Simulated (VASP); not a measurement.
Set up this calculation in VASP 6.6.1, as the native input.

| Quantity | Value |
| --- | --- |
| Task | single point |
| Functional | PBEsol |
| Potentials or basis | VASP PAW PBE potentials, release 64 (Te, Pb_d) |
| Cutoff | 500 eV |
| k mesh | 9 × 9 × 9 |
| Occupations | fermi-dirac, width 0.05 eV |
| Spin | no spin polarisation |
| Dipole correction | no |
| Further INCAR settings | ALGO = Normal; EDIFF = 1e-06; NBANDS = 17 |

The structure of TePb lies in POSCAR:

```
TePb
1.0
    3.8641656126      0.0000000000      0.0000000000
    0.0000000000      3.8641656126      0.0000000000
    0.0000000000      0.0000000000      3.8641656126
Te Pb
1 1
Direct
    0.5000000000      0.5000000000      0.5000000000
    0.0000000000      0.0000000000      0.0000000000
```

These files were run (other wordings do the same):

INCAR

```
PREC     = Accurate       # precision mode
ENCUT    = 500            # plane-wave cutoff, eV
EDIFF    = 1E-6           # SCF threshold, eV
ISMEAR   = -1             # smearing method
SIGMA    = 0.05           # smearing width, eV
LREAL    = False          # projectors in reciprocal space
LASPH    = True           # aspherical terms in the spheres
NELM     = 120            # most SCF steps
ALGO     = Normal         # electronic algorithm
ISIF     = 2              # what is computed and relaxed
LWAVE    = False          # write WAVECAR
LCHARG   = False          # write CHGCAR
GGA      = PS             # functional
NBANDS   = 17             # bands
GGA_COMPAT= False
```

KPOINTS

```
Automatic mesh
0
Gamma
  9 9 9
```

Potentials or basis: VASP PAW PBE potentials, release 64 (Te, Pb_d).

The run is started by

```sh
$ cat potpaw_PBE.64/Te/POTCAR potpaw_PBE.64/Pb_d/POTCAR > POTCAR
$ mpirun -np 1 vasp_std > vasp.out
```

Results of the run:

```yaml
Pressure: 2.0 GPa
Band_gap_on_the_k_mesh: zero (band 10 reaches 7.72 eV, above the bottom of band 11 at 6.39 eV)
```

Caveat: the PAW data sets were made with another functional, which shifts forces and pressure a little; spin-orbit coupling is left out, which moves the levels of the heavy elements.

Wall time 14 s on 1 thread of AMD EPYC 9R45 96-Core Processor (Zen 5), on a shared host, peak memory 0.15 GiB.
